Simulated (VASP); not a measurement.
# CdTe (F-43m) in VASP: elastic constants with PBE

Aim: the elastic constants of CdTe with PBE.

Everything below comes from runs of VASP 6.6.1. Logs are shortened: lines on timing, memory, paths and dates and some standing lists are left out, and cuts for length are marked.

## Step 1: The cell of the first run

It takes space group F-43m (No. 216, cubic). Conventional cell: a = 6.616 Å, b = 6.616 Å, c = 6.616 Å, α = 90.00°, β = 90.00°, γ = 90.00°. Within 3.8 Å of Cd (site symmetry -43m) lie 4 Te at 2.86 Å. Te (site symmetry -43m) has 4 Cd at 2.86 Å within 3.8 Å.

## Step 2: Elastic constants, PBE

File INCAR:

```
SYSTEM = CdTe
  ALGO = Normal
  EDIFF = 1E-8
  ENCUT = 600
  GGA = PE
  IBRION = 6
  ISIF = 3
  ISMEAR = 0
  LASPH = .True.
  LCHARG = .True.
  LREAL = .False.
  LWAVE = .False.
  NELM = 100
  NFREE = 2
  NSW = 1
  POTIM = 0.015
  PREC = Accurate
  SIGMA = 0.01
```

File KPOINTS:

```
k-points
0
Gamma
  6 6 6
  0 0 0
```

File POSCAR:

```
CdTe
1.0
    0.0000000000      3.3081188099      3.3081188099
    3.3081188099      0.0000000000      3.3081188099
    3.3081188099      3.3081188099      0.0000000000
Cd Te
1 1
Direct
    0.0000000000      0.0000000000      0.0000000000
    0.2500000000      0.2500000000      0.2500000000
```

Potentials or basis: VASP PAW PBE potentials, release 64 (Cd, Te).

Started as:

```
$ cat potpaw_PBE.64/Cd/POTCAR potpaw_PBE.64/Te/POTCAR > POTCAR
$ mpirun -np 1 vasp_std > vasp.out
```

OUTCAR:

```text
SYSTEM = CdTe
   EDIFF = 1E-8
   ENCUT = 600
   GGA = PE
   IBRION = 6
   ISIF = 3
   ISMEAR = 0
   LASPH = .True.
   LREAL = .False.
   NELM = 100
   NFREE = 2
   NSW = 1
   POTIM = 0.015
   PREC = Accurate

 ion  position               nearest neighbor table
   1  0.000  0.000  0.000-   2 2.86   2 2.86   2 2.86   2 2.86
   2  0.250  0.250  0.250-   1 2.86   1 2.86   1 2.86   1 2.86

  LATTYP: Found a face centered cubic cell.
 ALAT       =     6.6162376198

  Lattice vectors:

 A1 = (   0.0000000000,   3.3081188099,   3.3081188099)
 A2 = (   3.3081188099,   0.0000000000,   3.3081188099)
 A3 = (   3.3081188099,   3.3081188099,   0.0000000000)

Analysis of symmetry for initial positions (statically):
=====================================================================
 Subroutine PRICEL returns:
 Original cell was already a primitive cell.

 Routine SETGRP: Setting up the symmetry group for a
 face centered cubic supercell.

 Subroutine GETGRP returns: Found 24 space group operations
 (whereof 24 operations were pure point group operations)
 out of a pool of 48 trial point group operations.

The static configuration has the point symmetry T_d .

Analysis of symmetry for dynamics (positions and initial velocities):
=====================================================================
 Subroutine PRICEL returns:
 Original cell was already a primitive cell.

 Routine SETGRP: Setting up the symmetry group for a
 face centered cubic supercell.

 Subroutine GETGRP returns: Found 24 space group operations
 (whereof 24 operations were pure point group operations)
 out of a pool of 48 trial point group operations.

The dynamic configuration has the point symmetry T_d .

 Subroutine INISYM returns: Found 24 space group operations
 (whereof 24 operations are pure point group operations),
 and found     1 'primitive' translations
[... 345 lines left out ...]
      9       1.8201      2.00000
     10       2.3918      0.00000
     11       6.4348      0.00000
     12       6.4442      0.00000
     13       6.4545      0.00000
[... 354 lines left out ...]
  band No.  band energies     occupation
      1      -8.6651      2.00000
      2      -6.2245      2.00000
      3      -6.2203      2.00000
      4      -6.0832      2.00000
      5      -6.0626      2.00000
      6      -5.7432      2.00000
      7      -2.0858      2.00000
      8       0.3333      2.00000
      9       0.8241      2.00000
     10       4.4695      0.00000
     11       6.5111      0.00000
     12       7.7270      0.00000
     13       8.2850      0.00000

 [... further k-points ...]
[... 5 lines left out ...]
  --------------------------------------------------------------------------------------
  -------------------------------------------------------------------------------------
  Total        0.0530240      0.0542585      0.0542585      0.0000000      0.0702576      0.0000000
  in kB        1.1733015      1.2006195      1.2006195      0.0000000      1.5546438      0.0000000
  external PRESSURE =       1.1915135 kB  Pullay stress =       0.0000000 kB
[... 17 lines left out ...]
  FREE ENERGIE OF THE ION-ELECTRON SYSTEM (eV)
  ---------------------------------------------------
  free  energy   TOTEN  =        -4.8062489223 eV

  energy  without entropy=       -4.8062489223  energy(sigma->0) =       -4.80624892

 INTERNAL STRAIN TENSORS FROM STRAINED CELLS
 ============================================

 INTERNAL STRAIN TENSOR FOR ION    1 for displacements in x,y,z  (eV/Angst):
          X           Y           Z          XY          YZ          ZX
  --------------------------------------------------------------------------------
  x     0.00000    -0.00000    -0.00000    -0.00000     4.67577    -0.00000
  y    -0.00000    -0.00000    -0.00000    -0.00000     0.00000     4.67575
  z    -0.00000    -0.00000     0.00000     4.67587     0.00000    -0.00000

 INTERNAL STRAIN TENSORS FROM DISPLACED ATOMS
 ============================================

 INTERNAL STRAIN TENSOR FOR ION    1 for displacements in x,y,z  (eV/Angst):
          X           Y           Z          XY          YZ          ZX
  --------------------------------------------------------------------------------
  x    -0.00000    -0.00000    -0.00000     0.00000     4.68192     0.00000
  y    -0.00000    -0.00000    -0.00000     0.00000     0.00000     4.68192
  z    -0.00000    -0.00000    -0.00000     4.68192     0.00000     0.00000

 INTERNAL STRAIN TENSOR FOR ION    2 for displacements in x,y,z  (eV/Angst):
          X           Y           Z          XY          YZ          ZX
  --------------------------------------------------------------------------------
  x     0.00000    -0.00000    -0.00000     0.00000    -4.68895     0.00000
  y     0.00000    -0.00000     0.00000     0.00000     0.00000    -4.68895
  z    -0.00000    -0.00000     0.00000    -4.68895     0.00000     0.00000

 Eigenvectors and eigenvalues of the dynamical matrix
 ----------------------------------------------------

   1 f  =    3.939613 THz    24.753321 2PiTHz  131.411357 cm-1    16.292924 meV
             X         Y         Z           dx          dy          dz
      0.000000  0.000000  0.000000     0.000000    0.729414    0.000000
      1.654059  1.654059  1.654059     0.000000   -0.684072    0.000000
[... 21 lines left out ...]
   6 f/i=    0.001590 THz     0.009992 2PiTHz    0.053045 cm-1     0.006577 meV
             X         Y         Z           dx          dy          dz
      0.000000  0.000000  0.000000     0.000000    0.000000   -0.684072
      1.654059  1.654059  1.654059     0.000000    0.000000   -0.729414

--------------------------------------------------------------------------------------------------------

 ELASTIC MODULI CONTR FROM IONIC RELAXATION (kBar)
 Direction    XX          YY          ZZ          XY          YZ          ZX
 --------------------------------------------------------------------------------
 XX          -0.0000      0.0000      0.0000     -0.0000      0.0000      0.0000
 YY           0.0000     -0.0000      0.0000     -0.0000     -0.0000     -0.0000
 ZZ           0.0000      0.0000     -0.0000      0.0000     -0.0000      0.0000
 XY          -0.0000     -0.0000      0.0000   -128.0044      0.0000      0.0000
 YZ           0.0000     -0.0000     -0.0000      0.0000   -128.0044      0.0000
 ZX           0.0000     -0.0000      0.0000      0.0000      0.0000   -128.0044
 --------------------------------------------------------------------------------

 TOTAL ELASTIC MODULI (kBar)
 Direction    XX          YY          ZZ          XY          YZ          ZX
 --------------------------------------------------------------------------------
 XX         464.7677    301.3126    301.3126     -0.0000      0.0000      0.0000
 YY         301.3126    464.7677    301.3126     -0.0000     -0.0000     -0.0000
 ZZ         301.3126    301.3126    464.7677      0.0000     -0.0000      0.0000
 XY          -0.0000     -0.0000      0.0000    185.3004      0.0000      0.0000
 YZ           0.0000     -0.0000     -0.0000      0.0000    185.3004      0.0000
 ZX           0.0000     -0.0000      0.0000      0.0000      0.0000    185.3004
 --------------------------------------------------------------------------------
```

Run time: 6.8 min. Hardware: 1 thread of Intel Xeon 6975P-C (Granite Rapids), shared host; peak memory 0.33 GiB.

Results:

| Property | Result |
| --- | --- |
| Elastic constants C11, C12, C44 | 46, 30, 19 GPa |
| Voigt bulk modulus | 36 GPa |
| Highest phonon frequency at Γ, LO-TO splitting left out | 131 cm⁻¹ |

Phonon frequencies in cm⁻¹ (negative: imaginary):
| q point | frequencies |
| --- | --- |
| (0.000, 0.000, 0.000) | 0 0 0 131 131 131 |

Elastic tensor in Voigt notation (GPa, in the Cartesian axes of the cell as first typed):
```
46 30 30  0  0  0
30 46 30  0  0  0
30 30 46  0  0  0
 0  0  0 19  0  0
 0  0  0  0 19  0
 0  0  0  0  0 19
```

Clamped-ion elastic tensor (GPa):
```
46 30 30  0  0  0
30 46 30  0  0  0
30 30 46  0  0  0
 0  0  0 31  0  0
 0  0  0  0 31  0
 0  0  0  0  0 31
```

Caveat: spin-orbit coupling is left out, which moves the levels of the heavy elements.
